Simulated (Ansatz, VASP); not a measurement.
# Ni: VASP beside Ansatz

Contents of INCAR:

```
PREC = Accurate ; ENCUT = 600
EDIFF = 1E-6 ; ISMEAR = -1
SIGMA = 0.05 ; LREAL = False
LASPH = True ; NELM = 200
ALGO = Normal ; ISIF = 2
LWAVE = False ; LCHARG = False
ISPIN = 2 ; MAGMOM = 0.8 -0.8
LORBIT = 11 ; LMAXMIX = 4
LDAU = True ; LDAUTYPE = 2
LDAUL = 2 ; LDAUU = 2.5
LDAUJ = 0 ; LDAUPRINT = 1
GGA = PE ; NBANDS = 21
GGA_COMPAT = False
```

The input KPOINTS:

```
Automatic mesh
0
Gamma
  4 4 2
```

File POSCAR:

```
Ni
1.0
    2.5241986448      0.0000000000      0.0000000000
   -1.2620993224      2.1860201506      0.0000000000
    0.0000000000      0.0000000000      4.0387178316
Ni
2
Direct
    0.3333333333      0.6666666667      0.2500000000
    0.6666666667      0.3333333333      0.7500000000
```

Input for Ansatz:

```yaml
crystal:
  lattice:
    - [2.524198644768, 0, 0]
    - [-1.262099322384, 2.186020150567, 0]
    - [0, 0, 4.038717831629]
  atoms:
    - { symbol: Ni, position: [0.3333333333333, 0.6666666666667, 0.25], spin: 0.8 }
    - { symbol: Ni, position: [0.6666666666667, 0.3333333333333, 0.75], spin: -0.8 }
kpoints:
  mp_grid: { grid: [4, 4, 2], shift: [0, 0, 0] }
hamiltonian:
  xc: pbe
  pseudopotentials: { kind: paw }
  hubbard: [{ species: Ni, l: d, u_eff: 2.5 }]
magnetization:
  spin_polarized: true
scf:
  occupations: { method: fermi_dirac, width: 0.05 }
  eigensolver: { full_accuracy: true }
```

Alike in both runs: task single point; functional PBE; k mesh 4 × 4 × 2; occupations fermi-dirac, width 0.05 eV; collinear spin; Hubbard terms Ni d U = 2.5 eV.

|  | VASP | Ansatz |
| --- | --- | --- |
| version | VASP 6.6.1 | Ansatz 0.2 development build |
| potentials or method | VASP PAW PBE potentials, release 64 (Ni) | PAW hard, scalar-relativistic |
| plane-wave cutoff (eV) | 600 | 920 |

|  | VASP | Ansatz | Ansatz less VASP |
| --- | --- | --- | --- |
| net moment per atom (μB) | 0.00 | 0.00 | 0.000 |
| size of the moment on the site where the two differ most (μB) | 0.58 | 0.56 | -0.017 |

Site moments also hang on the region over which each program counts them. The programs project onto different local orbitals, so the same U acts differently, and such runs can settle in different states. Ansatz's warnings: filled band counts differ across k points.

The k mesh is coarse, so the values compare programs but aren't converged.
